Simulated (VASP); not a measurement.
# Si3WC2 (P6/mmm) in VASP: further runs

Si3WC2 is run at these levels: PBE; tasks: relaxation of cell and atoms.

All numbers are computed with VASP 6.6.1; they aren't measurements. Logs are shortened: lines on timing, memory, paths and dates and some standing lists are left out, and cuts for length are marked.

### 1 The cell of the first run

The structure is hexagonal, space group P6/mmm (No. 191). Conventional cell: a = 4.679 Å, b = 4.679 Å, c = 5.747 Å, α = 90.00°, β = 90.00°, γ = 120.00°. Within 1.8 Å of Si (site symmetry mmm) lie 2 C at 1.35 Å. W (site symmetry 6/mmm) has 6 Si at 2.34 Å and 6 C at 2.70 Å within 3.1 Å. C (site symmetry -6m2) has 3 Si at 1.35 Å within 1.8 Å.

The cell was generated, and may not be a known phase.

### 2 Relaxation of cell and atoms, PBE

INCAR reads:

```
PREC = Accurate
ENCUT = 600
EDIFF = 1E-6
ISMEAR = 0
SIGMA = 0.1
LREAL = F
LASPH = T
NELM = 80
ALGO = Normal
ISIF = 3
LWAVE = F
LCHARG = F
GGA = PE
IBRION = 2
NSW = 90
EDIFFG = -0.04
```

KPOINTS reads:

```
Automatic mesh
0
Gamma
  6 6 4
```

POSCAR reads:

```
Si3WC2
1.0
    4.6785466400      0.0000000000      0.0000000000
   -2.3392733200      4.0517402400      0.0000000000
    0.0000000000      0.0000000000      5.7468291000
Si W C
3 1 2
Direct
    0.5000000000      0.0000000000      0.0000000000
    0.0000000000      0.5000000000      0.0000000000
    0.5000000000      0.5000000000      0.0000000000
    0.0000000000      0.0000000000      0.0000000000
    0.3333333300      0.6666666700      0.0000000000
    0.6666666700      0.3333333300      0.0000000000
```

Potentials or basis: VASP PAW PBE potentials, release 64 (Si, W_sv, C).

Started as:

```sh
$ cat potpaw_PBE.64/Si/POTCAR potpaw_PBE.64/W_sv/POTCAR potpaw_PBE.64/C/POTCAR > POTCAR
$ mpirun -np 1 vasp_std > vasp.out
```

OUTCAR:

```text
PREC = Accurate
   ENCUT = 600
   EDIFF = 1E-6
   ISMEAR = 0
   LREAL = F
   LASPH = T
   NELM = 80
   ISIF = 3
   GGA = PE
   IBRION = 2
   NSW = 90
   EDIFFG = -0.04

 ion  position               nearest neighbor table
   1  0.500  0.000  0.000-   5 1.35   6 1.35   2 2.34   3 2.34   3 2.34   2 2.34   4 2.34   4 2.34

   2  0.000  0.500  0.000-   5 1.35   6 1.35   1 2.34   4 2.34   4 2.34   1 2.34   3 2.34   3 2.34

   3  0.500  0.500  0.000-   5 1.35   6 1.35   1 2.34   4 2.34   1 2.34   4 2.34   2 2.34   2 2.34

   4  0.000  0.000  0.000-   2 2.34   3 2.34   2 2.34   3 2.34   1 2.34   1 2.34   6 2.70   5 2.70
                             5 2.70   6 2.70   5 2.70   6 2.70
   5  0.333  0.667  0.000-   1 1.35   2 1.35   3 1.35   4 2.70   4 2.70   4 2.70
   6  0.667  0.333  0.000-   1 1.35   2 1.35   3 1.35   4 2.70   4 2.70   4 2.70

  LATTYP: Found a hexagonal cell.
 ALAT       =     4.6785466400
 C/A-ratio  =     1.2283363921

  Lattice vectors:

 A1 = (   4.6785466400,   0.0000000000,   0.0000000000)
 A2 = (  -2.3392733200,   4.0517402400,   0.0000000000)
 A3 = (   0.0000000000,   0.0000000000,   5.7468291000)

Analysis of symmetry for initial positions (statically):
=====================================================================
 Subroutine PRICEL returns:
 Original cell was already a primitive cell.

 Routine SETGRP: Setting up the symmetry group for a
 hexagonal supercell.

 Subroutine GETGRP returns: Found 24 space group operations
 (whereof 24 operations were pure point group operations)
 out of a pool of 24 trial point group operations.

The static configuration has the point symmetry D_6h.

Analysis of symmetry for dynamics (positions and initial velocities):
=====================================================================
 Subroutine PRICEL returns:
 Original cell was already a primitive cell.

 Routine SETGRP: Setting up the symmetry group for a
 hexagonal supercell.

 Subroutine GETGRP returns: Found 24 space group operations
 (whereof 24 operations were pure point group operations)
 out of a pool of 24 trial point group operations.

The dynamic configuration has the point symmetry D_6h.

 Subroutine INISYM returns: Found 24 space group operations
 (whereof 24 operations are pure point group operations),
 and found     1 'primitive' translations

----------------------------------------------------------------------------------------

                                     Primitive cell

  volume of cell :     108.9384

  direct lattice vectors                    reciprocal lattice vectors
     4.678546640  0.000000000  0.000000000     0.213741590  0.123403765  0.000000000
    -2.339273320  4.051740240  0.000000000     0.000000000  0.246807530  0.000000000
     0.000000000  0.000000000  5.746829100     0.000000000  0.000000000  0.174009003

  length of vectors
     4.678546640  4.678546637  5.746829100     0.246807530  0.246807530  0.174009003

  position of ions in fractional coordinates (direct lattice)
     0.500000000  0.000000000  0.000000000
     0.000000000  0.500000000  0.000000000
     0.500000000  0.500000000  0.000000000
     0.000000000  0.000000000  0.000000000
     0.333333330  0.666666670  0.000000000
     0.666666670  0.333333330  0.000000000

  ion indices of the primitive-cell ions
   primitive index   ion index
                 1           1
                 2           2
                 3           3
                 4           4
                 5           5
                 6           6

----------------------------------------------------------------------------------------

 KPOINTS: Automatic mesh

Automatic generation of k-mesh.
 Grid dimensions read from file:
 generate k-points for:    6    6    4

 Generating k-lattice:

  Cartesian coordinates                     Fractional coordinates (reciprocal lattice)
     0.035623598  0.020567294  0.000000000     0.166666667  0.000000000  0.000000000
     0.000000000  0.041134588  0.000000000     0.000000000  0.166666667  0.000000000
     0.000000000  0.000000000  0.043502251     0.000000000  0.000000000  0.250000000

  Length of vectors
     0.041134588  0.041134588  0.043502251

  Shift w.r.t. Gamma in fractional coordinates (k-lattice)
     0.000000000  0.000000000  0.000000000

 Subroutine IBZKPT returns following result:
 ===========================================

 Found     21 irreducible k-points:

 Following reciprocal coordinates:
            Coordinates               Weight
  0.000000  0.000000  0.000000      1.000000
  0.166667  0.000000  0.000000      6.000000
  0.333333  0.000000  0.000000      6.000000
  0.500000  0.000000  0.000000      3.000000
  0.166667  0.166667  0.000000      6.000000
  0.333333  0.166667  0.000000     12.000000
[... 13 lines left out ...]
  0.333333  0.166667  0.500000     12.000000
  0.333333  0.333333  0.500000      2.000000
   k-points           NKPTS =     21   k-points in BZ     NKDIM =     21   number of bands    NBANDS=     21
   number of dos      NEDOS =    301   number of ions     NIONS =      6
   total plane-waves  NPLWV =  76800
   dimension x,y,z NGX =    40 NGY =   40 NGZ =   48
   dimension x,y,z NGXF=    80 NGYF=   80 NGZF=   96
   ions per type =               3   1   2
   NGX,Y,Z   is equivalent  to a cutoff of  14.21, 14.21, 13.89 a.u.
   NGXF,Y,Z  is equivalent  to a cutoff of  28.43, 28.43, 27.77 a.u.
 SYSTEM =  unknown system
   PREC   = accura    normal or accurate (medium, high low for compatibility)
   ISTART =      0    job   : 0-new  1-cont  2-samecut
   ICHARG =      2    charge: 1-file 2-atom 10-const
   ISPIN  =      1    spin polarized calculation?
   LNONCOLLINEAR =      F non collinear calculations
   LSORBIT =      F    spin-orbit coupling
   LASPH  =      T    aspherical Exc in radial PAW
   ENCUT  =  600.0 eV  44.10 Ry    6.64 a.u.   9.34  9.34 11.48*2*pi/ulx,y,z
   NELM   =     80;   NELMIN=  2; NELMDL= -5     # of ELM steps
   EDIFF  = 0.1E-05   stopping-criterion for ELM
   LREAL  =      F    real-space projection
   EDIFFG = -.4E-01   stopping-criterion for IOM
   NSW    =     90    number of steps for IOM
   IBRION =      2    ionic relax: 0-MD 1-quasi-New 2-CG
   NFREE  =      1    steps in history (QN), initial steepest desc. (CG)
   ISIF   =      3    stress and relaxation
   ISYM   =      2    0-nonsym 1-usesym 2-fastsym
   POTIM  = 0.5000    time-step for ionic-motion
   TEBEG  =    0.0;   TEEND  =   0.0 temperature during run
   PSTRESS=    0.0 pullay stress
   NELECT =      34.0000    total number of electrons
   NUPDOWN=      -1.0000    fix difference up-down
   EMIN   =  10.00;   EMAX   =-10.00  energy-range for DOS
   EFERMI =   0.00;   METHOD = LEGACY
   ISMEAR =     0;   SIGMA  =   0.10  broadening in eV -4-tet -1-fermi 0-gaus
   EFERMI_NEDOS =   21; number of points for ismear=-14 and -15
   IALGO  =     38    algorithm
   IMIX   =      4    mixing-type and parameters
     AMIX     =   0.40;   BMIX     =  1.00
     AMIX_MAG =   1.60;   BMIX_MAG =  1.00
  volume/ion in A,a.u.               =      18.16       122.53
  Fermi-wavevector in a.u.,A,eV,Ry     =   1.110472  2.098487 16.777991  1.233148
  Thomas-Fermi vector in A             =   2.247024
   LORBIT       =      0    0 simple, 1 ext, 2 COOP (PROOUT), +10 PAW based schemes
   GGA     = PE    functional components
   LHFCALC =     F    Hartree Fock is set to
   AEXX    =    0.0000 exact exchange contribution
   IVDW    =     0    specifies the selected vdW correction
   LEPSILON=     F    determine dielectric tensor
   LRPA    =     F    only Hartree local field effects (RPA)
 conjugate gradient relaxation of ions
 non-spin polarized calculation
 Gauss-broadening in eV      SIGMA  =   0.10
  energy-cutoff  :      600.00
  volume of cell :      108.94
 maximum number of plane-waves:      3666
 NGX is ok and might be reduce to    40
   NGX = 19   NGY = 19   NGZ = 23

--------------------------------------- Ionic step        1  -------------------------------------------

 number of electron      34.0000000 magnetization

 Free energy of the ion-electron system (eV)
  ---------------------------------------------------
  ext. energy  EPLUGINS =         0.00000000
  ---------------------------------------------------
  free energy    TOTEN  =        -3.80561133 eV

  energy without entropy =       -3.78120592  energy(sigma->0) =       -3.79340862

------------------------ aborting loop because EDIFF is reached ----------------------------------------

  FORCE on cell =-STRESS in cart. coord.  units (eV):
  Direction    XX          YY          ZZ          XY          YZ          ZX
  --------------------------------------------------------------------------------------
  -------------------------------------------------------------------------------------
  Total      143.2892729    143.2892727     -1.0636616      0.0000000      0.0000000      0.0000000
  in kB     2107.3827525   2107.3827493    -15.6434750      0.0000000      0.0000000      0.0000000
  external PRESSURE =    1399.7073422 kB  Pullay stress =       0.0000000 kB
[... 2133 lines left out ...]
      5      -8.3552      2.00000
      6      -8.3552      2.00000
[... 13 lines left out ...]
     20       7.0415      0.00000
     21       7.3513      0.00000

[... ionic steps 4 to 36 ...]

--------------------------------------- Ionic step       37  -------------------------------------------

 number of electron      34.0000000 magnetization

------------------------ aborting loop because EDIFF is reached ----------------------------------------

  FORCE on cell =-STRESS in cart. coord.  units (eV):
  Direction    XX          YY          ZZ          XY          YZ          ZX
  --------------------------------------------------------------------------------------
  -------------------------------------------------------------------------------------
  Total        0.1515242      0.1515242      0.5195757      0.0000000      0.0000000      0.0000000
  in kB        2.8434827      2.8434827      9.7502853      0.0000000      0.0000000      0.0000000
  external PRESSURE =       5.1457503 kB  Pullay stress =       0.0000000 kB
[... 65 lines left out ...]
  energy  without entropy=      -38.5600247297  energy(sigma->0) =      -38.57311829

--------------------------------------- Ionic step       39  -------------------------------------------

 number of electron      34.0000000 magnetization

 Free energy of the ion-electron system (eV)
  ---------------------------------------------------
  ext. energy  EPLUGINS =         0.00000000
  ---------------------------------------------------
  free energy    TOTEN  =       -38.58654968 eV

  energy without entropy =      -38.56038207  energy(sigma->0) =      -38.57346587

 E-fermi :   7.2701     XC(G=0): -11.0655

 val. band max:        7.2679279809   @ k =   0.0000   0.0000   0.2500
 cond. band min:       7.2982710949   @ k =   0.1667   0.0000   0.2500
 fundamental gap:      0.0303431141
 Fermi energy:         7.2700598957

 k-point     1 :       0.0000    0.0000    0.0000
  band No.  band energies     occupation
      1     -66.6231      2.00000
      2     -30.8393      2.00000
      3     -30.8393      2.00000
      4     -29.8345      2.00000
      5      -7.8201      2.00000
      6      -5.8243      2.00000
[... 526 lines left out ...]
  FREE ENERGIE OF THE ION-ELECTRON SYSTEM (eV)
  ---------------------------------------------------
  free  energy   TOTEN  =       -38.5865496801 eV

  energy  without entropy=      -38.5603820671  energy(sigma->0) =      -38.57346587

 reached required accuracy - stopping structural energy minimisation
```

It took 42 min on 1 thread of Intel Xeon Platinum 8259CL at 2.50GHz (Skylake/Cascade Lake), shared host; peak memory 0.34 GiB.

Results:

```
Free energy                           : -38.5865 eV
Relaxed volume                        : 14.25 Å³/atom
Relaxed cell                          : a = 6.228 Å, b = 6.228 Å, c = 2.545 Å, α = 90.00°, β = 90.00°, γ = 120.00°
Space group after relaxing (to 0.1 Å) : P6/mmm (No. 191)
Pressure after relaxing               : 0.4 GPa
Band gap on the k mesh                : zero (bands 17 and 18 overlap by 1.96 eV)
```

Stress tensor (GPa, compression positive):
```
0.31 0.00 0.00
0.00 0.31 0.00
0.00 0.00 0.43
```

Final structure:
```
Si W C
1.0
     6.22767    0.00000    0.00000
    -3.11384    5.39332    0.00000
     0.00000    0.00000    2.54539
Si W C
3 1 2
Direct
  0.50000 0.00000 0.00000
  0.00000 0.50000 0.00000
  0.50000 0.50000 0.00000
  0.00000 0.00000 0.00000
  0.33333 0.66667 0.00000
  0.66667 0.33333 0.00000
```

Levels at points of the mesh, in eV from the Fermi level:
| k point | band 15 | band 16 | band 17 | band 18 | band 19 | band 20 |
| --- | --- | --- | --- | --- | --- | --- |
| (0.00, 0.00, 0.00) | -0.32 | -0.32 | 1.24 | 1.59 | 1.59 | 1.93 |
| (0.50, 0.00, 0.00) | -1.33 | -1.31 | 1.63 | 1.99 | 2.06 | 2.25 |
| (0.00, 0.00, 0.50) | -2.33 | -2.33 | -0.74 | 1.07 | 1.07 | 2.21 |
| (0.50, 0.00, 0.50) | -1.53 | -0.98 | -0.52 | 0.45 | 0.62 | 1.21 |

Caveat: the volume moved by over 15 % at a fixed basis, so the end points are rough; spin-orbit coupling is left out, which moves the levels of the heavy elements.

(Part 1 of 2 ends here.)

The gap in the log of VASP goes by the Fermi energy; the results here count the filled bands.